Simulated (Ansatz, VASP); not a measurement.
**SiN: VASP beside Ansatz**

```
CELL_PARAMETERS angstrom
-1.35277 2.34307 0.00000
0.00000 0.00000 5.28954
4.07048 2.35009 0.00000
ATOMIC_POSITIONS crystal
Si 0.00000 0.75000 0.33298
Si 0.50000 0.75000 0.83298
Si 0.50000 0.25000 0.16702
Si 0.00000 0.25000 0.66702
N 0.00000 0.00000 0.00000
N 0.50000 0.00000 0.50000
N 0.00000 0.50000 0.00000
N 0.50000 0.50000 0.50000
```

Alike in both runs: functional r2SCAN; k mesh 12 × 8 × 8; occupations gaussian, width 0.1 eV; no spin polarisation.

Ansatz relaxed the structure, and its values are those at the end. VASP's run is a single point on that final structure, the one shown.

```csv
,VASP,Ansatz
version,VASP 6.6.1,Ansatz 0.2.0
potentials or method,"VASP PAW PBE potentials, release 64 (Si, N), cutoff 520 eV","scalar-relativistic, plane waves, PAW"
valence electrons in the cell,36,36
```

|  | VASP | Ansatz | Ansatz less VASP |
| --- | --- | --- | --- |
| gap on the k mesh at the Fermi level (eV) | none | none | - |
| pressure (GPa) | 0.4 | 0.0 | -0.40 |
| rms of the force components (eV/Å) | 0.006 | 0.006 | +0.0002 |

VASP's potentials were made for PBE, not for r2SCAN. A gap of «none» marks a metal or a gap that the smearing closes. The functional is the same, so the differences come from potentials, cutoffs and numerics.
